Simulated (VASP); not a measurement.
Crystal: AlN.

```
Al N
1.0
     0.00000    2.15448    2.15448
     2.15448    0.00000    2.15448
     2.15448    2.15448    0.00000
Al N
1 1
Direct
  0.00000 0.00000 0.00000
  0.25000 0.25000 0.25000
```

Base run:

- Program: VASP 6.6.1
- Functional: b88 exchange, pbe correlation
- Potentials or basis: VASP PAW PBE potentials, release 64 (Al, N)
- Cutoff: 600 eV
- k mesh: 10 × 10 × 10
- Occupations: fermi-dirac, width 0.05 eV
- Spin: no spin polarisation

Its results: band gap on the k mesh 3.36 eV (least direct gap 4.58 eV); pressure 13.9 GPa.

The run is repeated on the same cell with these changes: functional from b88 exchange, pbe correlation to B3LYP; cutoff from 600 eV to 520 eV; k mesh from 10 × 10 × 10 to 5 × 5 × 5. What comes out?

Band gap on the k mesh 5.93 eV (least direct gap 6.60 eV); pressure 12.7 GPa.

Several settings changed at once.

Caveats: some runs use coarse meshes; the PAW data sets were made with another functional, which shifts forces and pressure a little; the cell stands under pressure (at least some runs); an odd mesh through Γ misses points on the zone boundary, where band edges can lie (at least some runs).
